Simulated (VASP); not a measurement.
ZnS:

```
Zn S
1.0
     3.77104    0.00000    0.00000
    -1.88552    3.26581    0.00000
     0.00000    0.00000   12.35079
Zn S
4 4
Direct
  0.66667 0.33333 0.75000
  0.33333 0.66667 0.25000
  0.00000 0.00000 0.50000
  0.00000 0.00000 0.00000
  0.66667 0.33333 0.93750
  0.33333 0.66667 0.43750
  0.00000 0.00000 0.68750
  0.00000 0.00000 0.18750
```

Base run:

- Program: VASP 6.6.1
- Functional: PBE
- Potentials or basis: VASP PAW PBE potentials, release 64 (Zn, S)
- Cutoff: 520 eV
- k mesh: 8 × 8 × 3
- Occupations: fermi-dirac, width 0.05 eV
- Spin: no spin polarisation

Its results: band gap on the k mesh 2.32 eV; pressure 4.9 GPa; largest force 0.054 eV/Å.

Task: The run is repeated on the same cell with these changes: functional from PBE to RPBE. What comes out?

Result: Band gap on the k mesh 2.48 eV; pressure 7.5 GPa; largest force 0.054 eV/Å.

RPBE binds less tightly than PBE, so the same cell stands under more pressure.

Caveats: the cell stands under pressure; an odd mesh through Γ misses points on the zone boundary, where band edges can lie; the PAW data sets were made with another functional, which shifts forces and pressure a little (at least some runs).
